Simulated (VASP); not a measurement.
Here is a VASP 6.6.1 calculation.

File INCAR:

```
PREC = Accurate
ENCUT = 520
EDIFF = 1E-6
ISMEAR = -1
SIGMA = 0.05
LREAL = F
LASPH = T
NELM = 80
ALGO = Normal
ISIF = 2
LWAVE = F
LCHARG = F
GGA = PS
NBANDS = 15
```

File KPOINTS:

```
regular mesh
0
Gamma
  11 11 11
```

File POSCAR:

```
TiC
1.0
    0.0000000000      2.1657188437      2.1657188437
    2.1657188437      0.0000000000      2.1657188437
    2.1657188437      2.1657188437      0.0000000000
Ti C
1 1
Direct
    0.0000000000      0.0000000000      0.0000000000
    0.5000000000      0.5000000000      0.5000000000
```

Potentials or basis: VASP PAW PBE potentials, release 64 (Ti_sv, C).

Command:

```sh
$ cat potpaw_PBE.64/Ti_sv/POTCAR potpaw_PBE.64/C/POTCAR > POTCAR
$ mpirun -np 1 vasp_std > vasp.out
```

Question: Predict the pressure.

Answer: -6.5 GPa.

Question: Predict the band gap on the k mesh.

Answer: Zero (band 8 reaches 9.96 eV, above the bottom of band 9 at 8.89 eV).

Caveat: the PAW data sets were made with another functional, which shifts forces and pressure a little.
